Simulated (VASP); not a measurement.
Input of a VASP 6.6.1 run:

The input INCAR:

```
SYSTEM = Te2Mo
PREC = Accurate
ENCUT = 520
EDIFF = 1E-6
ISMEAR = 0
SIGMA = 0.1
LREAL = .FALSE.
LASPH = .TRUE.
NELM = 100
ALGO = Normal
ISIF = 2
LWAVE = .FALSE.
LCHARG = .FALSE.
GGA = CA
NBANDS = 35
```

File KPOINTS:

```
regular mesh
0
G
  6 10 1
  0 0 0
```

POSCAR

```
Te2Mo
1.0
    6.3616090156      0.0000000000      0.0000000000
    0.0000000000      3.4804030600      0.0000000000
   -0.0857412231      0.0000000000     36.1758904685
Te Mo
4 2
Direct
    0.0791521300      0.7500000000      0.4434726800
    0.9208478700      0.2500000000      0.5565273200
    0.5707489000      0.2500000000      0.4592964200
    0.4292511000      0.7500000000      0.5407035800
    0.8186524400      0.7500000000      0.5025346300
    0.1813475600      0.2500000000      0.4974653700
```

Potentials or basis: VASP PAW LDA potentials, release 64 (Te, Mo_sv).

Launch:

```sh
$ cat potpaw_LDA.64/Te/POTCAR potpaw_LDA.64/Mo_sv/POTCAR > POTCAR
$ mpirun -np 1 vasp_std > vasp.out
```

(1) Predict the band gap on the k mesh.

(2) What does it give for the largest force?

Answers

(1) zero (band 26 reaches -2.27 eV, above the bottom of band 27 at -2.44 eV).

(2) 0.428 eV/Å.

Caveat: spin-orbit coupling is left out, which moves the levels of the heavy elements.
